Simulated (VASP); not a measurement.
HfH2, 3 atoms in the cell. It takes space group I4/mmm (No. 139, tetragonal). Conventional cell: a = 3.499 Å, b = 3.499 Å, c = 4.280 Å, α = 90.00°, β = 90.00°, γ = 90.00°. Within 2.7 Å of Hf (site symmetry 4/mmm) lie 8 H at 2.05 Å. Within 2.7 Å of H (site symmetry -4m2) lie 4 Hf at 2.05 Å and 6 H at 2.14 to 2.47 Å. 

```yaml
Program: VASP 6.6.1
Task: relaxation of shape and atoms at fixed volume
Functional: PBEsol
Potentials_or_basis: VASP PAW PBE potentials, release 64 (Hf_pv, H)
Cutoff: 600 eV
k_mesh: 16 × 16 × 16
Occupations: gaussian, width 0.1 eV
Spin: no spin polarisation
Dipole_correction: no
Further_INCAR_settings: ALGO = Fast; EDIFF = 1e-07; IBRION = 2; EDIFFG = -0.01; NSW = 50; ISIF = 4
```

Potentials or basis: VASP PAW PBE potentials, release 64 (Hf_pv, H).

Command:

```console
$ cat potpaw_PBE.64/Hf_pv/POTCAR potpaw_PBE.64/H/POTCAR > POTCAR
$ mpirun -np 1 vasp_std > vasp.out
```

Hardware: 1 thread of Oxide Virtual Turin-like Processor, with other jobs on the host.

Question: How long does it take, and how much memory?

Answer: It took 3.1 min on 1 thread of Oxide Virtual Turin-like Processor (shared host), peak memory 0.24 GiB. Counts: scf iterations 29, k points 349, ion steps 3.
